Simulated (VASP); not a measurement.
# Ce (Im-3m) in VASP: further runs

Runs on Ce. Level: PBE. Tasks: single point.

Program: VASP 6.6.1. These are calculated values, not measurements. Logs are shortened: lines on timing, memory, paths and dates and some standing lists are left out, and cuts for length are marked.

## 1. The cell of the first run

It takes space group Im-3m (No. 229, cubic). Conventional cell: a = 3.767 Å, b = 3.767 Å, c = 3.767 Å, α = 90.00°, β = 90.00°, γ = 90.00°. Within 4.3 Å of Ce (site symmetry m-3m) lie 14 Ce at 3.26 to 3.77 Å.

This isn't the form of Ce at room conditions, which is fcc.

## 2. Single point, PBE

INCAR

```
  ALGO = Normal
  EDIFF = 1E-7
  ENCUT = 520
  GGA = PE
  ISIF = 2
  ISMEAR = -1
  LASPH = True
  LCHARG = False
  LREAL = False
  LWAVE = False
  NBANDS = 12
  NELM = 80
  PREC = Accurate
  SIGMA = 0.06122561905347299
```

KPOINTS

```
k-points
0
Gamma
  20 20 20
```

POSCAR

```
Ce
1.0
   -1.8834501211      1.8834501211      1.8834501211
    1.8834501211     -1.8834501211      1.8834501211
    1.8834501211      1.8834501211     -1.8834501211
Ce
1
Direct
    0.0000000000      0.0000000000      0.0000000000
```

Potentials or basis: VASP PAW PBE potentials, release 64 (Ce).

Launch:

```sh
> cat potpaw_PBE.64/Ce/POTCAR > POTCAR
> mpirun -np 1 vasp_std > vasp.out
```

OUTCAR:

```text
EDIFF = 1E-7
   ENCUT = 520
   GGA = PE
   ISIF = 2
   ISMEAR = -1
   LASPH = True
   LREAL = False
   NELM = 80
   PREC = Accurate

 ion  position               nearest neighbor table
   1  0.000  0.000  0.000-

  LATTYP: Found a body centered cubic cell.
 ALAT       =     3.7669002422

  Lattice vectors:

 A1 = (  -1.8834501211,   1.8834501211,   1.8834501211)
 A2 = (   1.8834501211,  -1.8834501211,   1.8834501211)
 A3 = (   1.8834501211,   1.8834501211,  -1.8834501211)

Analysis of symmetry for initial positions (statically):
=====================================================================
 Subroutine PRICEL returns:
 Original cell was already a primitive cell.

 Routine SETGRP: Setting up the symmetry group for a
 body centered cubic supercell.

 Subroutine GETGRP returns: Found 48 space group operations
 (whereof 48 operations were pure point group operations)
 out of a pool of 48 trial point group operations.

The static configuration has the point symmetry O_h .

Analysis of symmetry for dynamics (positions and initial velocities):
=====================================================================
 Subroutine PRICEL returns:
 Original cell was already a primitive cell.

 Routine SETGRP: Setting up the symmetry group for a
 body centered cubic supercell.

 Subroutine GETGRP returns: Found 48 space group operations
 (whereof 48 operations were pure point group operations)
 out of a pool of 48 trial point group operations.

The dynamic configuration has the point symmetry O_h .

 Subroutine INISYM returns: Found 48 space group operations
 (whereof 48 operations are pure point group operations),
 and found     1 'primitive' translations

----------------------------------------------------------------------------------------

                                     Primitive cell

  volume of cell :      26.7253

  direct lattice vectors                    reciprocal lattice vectors
    -1.883450121  1.883450121  1.883450121     0.000000000  0.265470264  0.265470264
     1.883450121 -1.883450121  1.883450121     0.265470264  0.000000000  0.265470264
     1.883450121  1.883450121 -1.883450121     0.265470264  0.265470264  0.000000000

  length of vectors
     3.262231303  3.262231303  3.262231303     0.375431647  0.375431647  0.375431647

  position of ions in fractional coordinates (direct lattice)
     0.000000000  0.000000000  0.000000000

  ion indices of the primitive-cell ions
   primitive index   ion index
                 1           1

----------------------------------------------------------------------------------------

 KPOINTS: k-points

Automatic generation of k-mesh.
 Grid dimensions read from file:
 generate k-points for:   20   20   20

 Generating k-lattice:

  Cartesian coordinates                     Fractional coordinates (reciprocal lattice)
     0.000000000  0.013273513  0.013273513     0.050000000  0.000000000  0.000000000
     0.013273513  0.000000000  0.013273513     0.000000000  0.050000000  0.000000000
     0.013273513  0.013273513  0.000000000     0.000000000  0.000000000  0.050000000

  Length of vectors
     0.018771582  0.018771582  0.018771582

  Shift w.r.t. Gamma in fractional coordinates (k-lattice)
     0.000000000  0.000000000  0.000000000

 Subroutine IBZKPT returns following result:
 ===========================================

 Found    256 irreducible k-points:

 Following reciprocal coordinates:
            Coordinates               Weight
  0.000000  0.000000  0.000000      1.000000
  0.050000  0.000000  0.000000     12.000000
  0.100000  0.000000  0.000000     12.000000
  0.150000  0.000000  0.000000     12.000000
  0.200000  0.000000  0.000000     12.000000
  0.250000  0.000000  0.000000     12.000000
[... 16 lines left out ...]
  0.200000  0.100000  0.000000     48.000000
  0.250000  0.100000  0.000000     48.000000
 [... further k-points ...]
   k-points           NKPTS =    256   k-points in BZ     NKDIM =    256   number of bands    NBANDS=     12
   number of dos      NEDOS =    301   number of ions     NIONS =      1
   total plane-waves  NPLWV =  13824
   dimension x,y,z NGX =    24 NGY =   24 NGZ =   24
   dimension x,y,z NGXF=    48 NGYF=   48 NGZF=   48
   ions per type =               1
   NGX,Y,Z   is equivalent  to a cutoff of  12.23, 12.23, 12.23 a.u.
   NGXF,Y,Z  is equivalent  to a cutoff of  24.46, 24.46, 24.46 a.u.
 SYSTEM =  unknown system
   PREC   = accura    normal or accurate (medium, high low for compatibility)
   ISTART =      0    job   : 0-new  1-cont  2-samecut
   ICHARG =      2    charge: 1-file 2-atom 10-const
   ISPIN  =      1    spin polarized calculation?
   LNONCOLLINEAR =      F non collinear calculations
   LSORBIT =      F    spin-orbit coupling
   LASPH  =      T    aspherical Exc in radial PAW
   ENCUT  =  520.0 eV  38.22 Ry    6.18 a.u.   6.07  6.07  6.07*2*pi/ulx,y,z
   NELM   =     80;   NELMIN=  2; NELMDL= -5     # of ELM steps
   EDIFF  = 0.1E-06   stopping-criterion for ELM
   LREAL  =      F    real-space projection
   EDIFFG = 0.1E-05   stopping-criterion for IOM
   NSW    =      0    number of steps for IOM
   IBRION =     -1    ionic relax: 0-MD 1-quasi-New 2-CG
   NFREE  =      0    steps in history (QN), initial steepest desc. (CG)
   ISIF   =      2    stress and relaxation
   ISYM   =      2    0-nonsym 1-usesym 2-fastsym
   POTIM  = 0.5000    time-step for ionic-motion
   TEBEG  =    0.0;   TEEND  =   0.0 temperature during run
   PSTRESS=    0.0 pullay stress
   NELECT =      12.0000    total number of electrons
   NUPDOWN=      -1.0000    fix difference up-down
   EMIN   =  10.00;   EMAX   =-10.00  energy-range for DOS
   EFERMI =   0.00;   METHOD = LEGACY
   ISMEAR =    -1;   SIGMA  =   0.06  broadening in eV -4-tet -1-fermi 0-gaus
   EFERMI_NEDOS =   21; number of points for ismear=-14 and -15
   IALGO  =     38    algorithm
   IMIX   =      4    mixing-type and parameters
     AMIX     =   0.40;   BMIX     =  1.00
     AMIX_MAG =   1.60;   BMIX_MAG =  1.00
  volume/ion in A,a.u.               =      26.73       180.35
  Fermi-wavevector in a.u.,A,eV,Ry     =   1.253606  2.368972 21.381943  1.571528
  Thomas-Fermi vector in A             =   2.387451
   LORBIT       =      0    0 simple, 1 ext, 2 COOP (PROOUT), +10 PAW based schemes
   GGA     = PE    functional components
   LHFCALC =     F    Hartree Fock is set to
   AEXX    =    0.0000 exact exchange contribution
   IVDW    =     0    specifies the selected vdW correction
   LEPSILON=     F    determine dielectric tensor
   LRPA    =     F    only Hartree local field effects (RPA)
 non-spin polarized calculation
  energy-cutoff  :      520.00
  volume of cell :       26.73
 maximum number of plane-waves:       736
   NGX = 13   NGY = 13   NGZ = 13

 number of electron      12.0000000 magnetization

 Free energy of the ion-electron system (eV)
  ---------------------------------------------------
  ext. energy  EPLUGINS =         0.00000000
  ---------------------------------------------------
  free energy    TOTEN  =        -5.72131582 eV

  energy without entropy =       -5.67020203  energy(sigma->0) =       -5.69575893

 E-fermi :   9.1577     XC(G=0): -11.2439

 val. band max:        9.1566668688   @ k =   0.1000   0.1000   0.0000
 cond. band min:       9.1586299692   @ k =   0.1500   0.0500   0.0000
 fundamental gap:      0.0019631005
 Fermi energy:         9.1576757830

 k-point     1 :       0.0000    0.0000    0.0000
  band No.  band energies     occupation
      1     -25.5028      2.00000
      2      -6.6954      2.00000
      3      -6.6954      2.00000
      4      -6.6954      2.00000
      5       6.3875      2.00000
      6       9.2766      0.25079
      7       9.2766      0.25079
      8       9.2766      0.25079
      9      10.1646      0.00000
     10      10.1646      0.00000
     11      10.1646      0.00000
     12      10.4177      0.00000

 k-point     2 :       0.0500    0.0000    0.0000
  band No.  band energies     occupation
      1     -25.4905      2.00000
      2      -6.7776      2.00000
      3      -6.7184      2.00000
      4      -6.6969      2.00000
      5       6.5078      2.00000
      6       9.2498      0.36345
      7       9.2695      0.27735
      8       9.2782      0.24522
      9      10.1317      0.00000
     10      10.1349      0.00000
     11      10.1565      0.00000
     12      10.3451      0.00000

 k-point     3 :       0.1000    0.0000    0.0000
  band No.  band energies     occupation
      1     -25.4550      2.00000
      2      -7.0099      2.00000
      3      -6.7844      2.00000
      4      -6.7013      2.00000
      5       6.8394      2.00000
      6       9.1771      0.84308
      7       9.2474      0.37510
      8       9.2828      0.22926
      9      10.0417      0.00000
     10      10.0590      0.00000
     11      10.1354      0.00000
     12      10.2835      0.00000
[... 286 lines left out ...]
 k-point    23 :       0.2000    0.1000    0.0000
  band No.  band energies     occupation
      1     -25.2180      2.00000
      2      -8.2617      2.00000
      3      -7.1710      2.00000
      4      -6.8216      2.00000
      5       7.9862      2.00000
      6       8.9402      1.94423
      7       9.2765      0.25098
      8       9.4219      0.02637
      9       9.8499      0.00002
     10       9.9229      0.00001
     11      10.0094      0.00000
     12      10.1715      0.00000

 k-point    24 :       0.2500    0.1000    0.0000
  band No.  band energies     occupation
      1     -25.1377      2.00000
      2      -8.6189      2.00000
      3      -7.3234      2.00000
      4      -6.8368      2.00000
      5       7.8319      2.00000
      6       8.9181      1.96083
      7       9.3528      0.07935
      8       9.5230      0.00511
      9       9.8007      0.00005
     10       9.9738      0.00000
     11      10.0286      0.00000
     12      10.1615      0.00000

 [... further k-points ...]

------------------------ aborting loop because EDIFF is reached ----------------------------------------

  FORCE on cell =-STRESS in cart. coord.  units (eV):
  Direction    XX          YY          ZZ          XY          YZ          ZX
  --------------------------------------------------------------------------------------
  -------------------------------------------------------------------------------------
  Total        0.0994214      0.0994214      0.0994214     -0.0000000      0.0000000     -0.0000000
  in kB        5.9602995      5.9602995      5.9602995     -0.0000000      0.0000000     -0.0000000
  external PRESSURE =       5.9602995 kB  Pullay stress =       0.0000000 kB

 VOLUME and BASIS-vectors are now :
 -----------------------------------------------------------------------------
  energy-cutoff  :      520.00
  volume of cell :       26.73
      direct lattice vectors                 reciprocal lattice vectors
    -1.883450121  1.883450121  1.883450121     0.000000000  0.265470264  0.265470264
     1.883450121 -1.883450121  1.883450121     0.265470264  0.000000000  0.265470264
     1.883450121  1.883450121 -1.883450121     0.265470264  0.265470264  0.000000000

 POSITION                                       TOTAL-FORCE (eV/Angst)
 -----------------------------------------------------------------------------------
      0.00000      0.00000      0.00000         0.000000     -0.000000     -0.000000
 -----------------------------------------------------------------------------------
    total drift:                                0.000000      0.000000     -0.000000

  FREE ENERGIE OF THE ION-ELECTRON SYSTEM (eV)
  ---------------------------------------------------
  free  energy   TOTEN  =        -5.7213158246 eV

  energy  without entropy=       -5.6702020304  energy(sigma->0) =       -5.69575893
```

Run time: 28 s. Hardware: 1 thread of Intel Xeon 6975P-C (Granite Rapids), shared host; peak memory 0.22 GiB.

Results:

| Item | Value |
| --- | --- |
| Free energy | -5.7213 eV |
| Pressure | 0.6 GPa |
| Band gap on the k mesh | zero (bands 6 and 7 overlap by 0.99 eV) |

Caveat: spin-orbit coupling is left out, which moves the levels of the heavy elements; semilocal functionals describe open f shells poorly, which spoils levels, moments and volumes. Spin polarisation is off, so any magnetic state and its effect on volume and gap are missing.

## 3. Single point, PBE

INCAR

```
SYSTEM = Ce
PREC = Accurate ; ENCUT = 520
EDIFF = 1E-6 ; ISMEAR = -1
SIGMA = 0.06122561905347299 ; LREAL = .False.
LASPH = .True. ; NELM = 80
ALGO = Normal ; ISIF = 2
LWAVE = .False. ; LCHARG = .True.
GGA = PE ; LELF = .True.
LVHAR = .True. ; NBANDS = 12
```

KPOINTS

```
regular mesh
0
Gamma
  20 20 20
  0 0 0
```

POSCAR is that of step 2.

Potentials or basis: VASP PAW PBE potentials, release 64 (Ce).

Launch:

```sh
> cat potpaw_PBE.64/Ce/POTCAR > POTCAR
> mpirun -np 1 vasp_std > vasp.out
```

Wall time 26 s (1 thread of Intel Xeon 6975P-C (Granite Rapids), shared host); peak memory 0.23 GiB.

It converged, with:

* Free energy: -5.7213 eV
* Pressure: 0.6 GPa
* Band gap on the k mesh: zero (bands 6 and 7 overlap by 0.99 eV)

Levels at points of the mesh, in eV from the Fermi level:
| k point | band 2 | band 3 | band 4 | band 5 | band 6 | band 7 | band 8 | band 9 | band 10 | band 11 |
| --- | --- | --- | --- | --- | --- | --- | --- | --- | --- | --- |
| (0.00, 0.00, 0.00) | -15.85 | -15.85 | -15.85 | -2.77 | 0.12 | 0.12 | 0.12 | 1.01 | 1.01 | 1.01 |
| (0.50, 0.00, 0.00) | -18.60 | -16.70 | -15.92 | -2.19 | -0.43 | 0.18 | 0.41 | 0.58 | 0.83 | 0.94 |
| (0.50, 0.50, 0.50) | -17.68 | -17.68 | -17.68 | -2.72 | -2.72 | 0.30 | 0.60 | 0.60 | 0.60 | 1.06 |

Caveat: spin-orbit coupling is left out, which moves the levels of the heavy elements; semilocal functionals describe open f shells poorly, which spoils levels, moments and volumes.

## 4. Single point, PBE

This run uses another cell than the first one, of 27.27 Å³/atom.

INCAR

```
SYSTEM = Ce
PREC = Accurate
ENCUT = 520
EDIFF = 1E-6
ISMEAR = -1
SIGMA = 0.06122561905347299
LREAL = .False.
LASPH = .True.
NELM = 60
ALGO = Normal
ISIF = 2
LWAVE = .False.
LCHARG = .False.
GGA = PE
NBANDS = 12
```

KPOINTS

```
Automatic mesh
0
Gamma
  20 20 20
  0 0 0
```

POSCAR

```
Ce
1.0
   -1.8961765215      1.8961765215      1.8961765215
    1.8961765215     -1.8961765215      1.8961765215
    1.8961765215      1.8961765215     -1.8961765215
Ce
1
Direct
    0.0000000000      0.0000000000      0.0000000000
```

Launch:

```sh
> cat potpaw_PBE.64/Ce/POTCAR > POTCAR
> mpirun -np 1 vasp_std > vasp.out
```

It took 28 s on 1 thread of Intel Xeon 6975P-C (Granite Rapids), shared host; peak memory 0.22 GiB.

It converged, with:

```yaml
Free_energy: -5.7230 eV
Pressure: 0.0 GPa
Band_gap_on_the_k_mesh: zero (bands 6 and 7 overlap by 0.95 eV)
```

Levels at points of the mesh, in eV from the Fermi level:
```tsv
k point	band 4	band 5	band 6	band 7	band 8	band 9
(0.00, 0.00, 0.00)	-15.93	-2.83	0.12	0.12	0.12	0.97
(0.50, 0.00, 0.00)	-15.99	-2.15	-0.39	0.18	0.40	0.56
(0.50, 0.50, 0.50)	-17.67	-2.64	-2.64	0.29	0.58	0.58
```

Caveat: spin-orbit coupling is left out, which moves the levels of the heavy elements; semilocal functionals describe open f shells poorly, which spoils levels, moments and volumes. Spin polarisation is off, so any magnetic state and its effect on volume and gap are missing.

## 5. Single point, PBE

This run uses another cell than the first one, of 27.27 Å³/atom.

INCAR

```
PREC = Accurate ; ENCUT = 520
EDIFF = 1E-6 ; ISMEAR = -1
SIGMA = 0.06122561905347299 ; LREAL = F
LASPH = T ; NELM = 80
ALGO = Normal ; ISIF = 2
LWAVE = F ; LCHARG = F
GGA = PE ; NBANDS = 12
```

KPOINTS

```
regular mesh
0
Gamma
  20 20 20
```

POSCAR is that of step 4.

Launch:

```sh
> cat potpaw_PBE.64/Ce/POTCAR > POTCAR
> mpirun -np 1 vasp_std > vasp.out
```

Wall time 28 s (1 thread of Intel Xeon 6975P-C (Granite Rapids), shared host); peak memory 0.22 GiB.

The run converged. Its results:

```yaml
Free_energy: -5.7230 eV
Pressure: 0.0 GPa
Band_gap_on_the_k_mesh: zero (bands 6 and 7 overlap by 0.95 eV)
```

Levels at points of the mesh, in eV from the Fermi level:
```tsv
k point	band 4	band 5	band 6	band 7	band 8	band 9
(0.00, 0.00, 0.00)	-15.93	-2.83	0.12	0.12	0.12	0.97
(0.50, 0.00, 0.00)	-15.99	-2.15	-0.39	0.18	0.40	0.56
(0.50, 0.50, 0.50)	-17.67	-2.64	-2.64	0.29	0.58	0.58
```

Caveat: spin-orbit coupling is left out, which moves the levels of the heavy elements; semilocal functionals describe open f shells poorly, which spoils levels, moments and volumes. Spin polarisation is off, so any magnetic state and its effect on volume and gap are missing.
